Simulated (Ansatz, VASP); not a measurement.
## In4P5: VASP beside Ansatz

```
P In
1.0
     3.86019    0.00000    0.00000
    -1.93010    3.34302    0.00000
     0.00000    0.00000   27.60733
P In
5 4
Direct
  0.33333 0.66667 0.27770
  0.00000 0.00000 0.38820
  0.66667 0.33333 0.50000
  0.33333 0.66667 0.61180
  0.00000 0.00000 0.72230
  0.66667 0.33333 0.32409
  0.33333 0.66667 0.44231
  0.00000 0.00000 0.55769
  0.66667 0.33333 0.67591
```

Alike in both runs: functional PBEsol; k mesh 9 × 9 × 1; occupations gaussian, width 0.1 eV; no spin polarisation.

Ansatz relaxed the structure, and its values are those at the end. VASP's run is a single point on that final structure, the one shown.

```csv
,VASP,Ansatz
version,VASP 6.6.1,Ansatz 0.2.0
potentials or method,"VASP PAW PBE potentials, release 64 (P, In_d), cutoff 520 eV","scalar-relativistic, plane waves, PAW"
valence electrons in the cell,77,77
```

Ansatz gave:

```
gap on the k mesh at the Fermi level (eV) : none
rms of the force components (eV/Å)        : 0.004
```

Q: What did VASP give for the same quantities?

A: gap on the k mesh at the Fermi level (eV): none; rms of the force components (eV/Å): 0.005.

VASP's potentials were made for PBE, not for PBEsol. A gap of «none» marks a metal or a gap that the smearing closes.
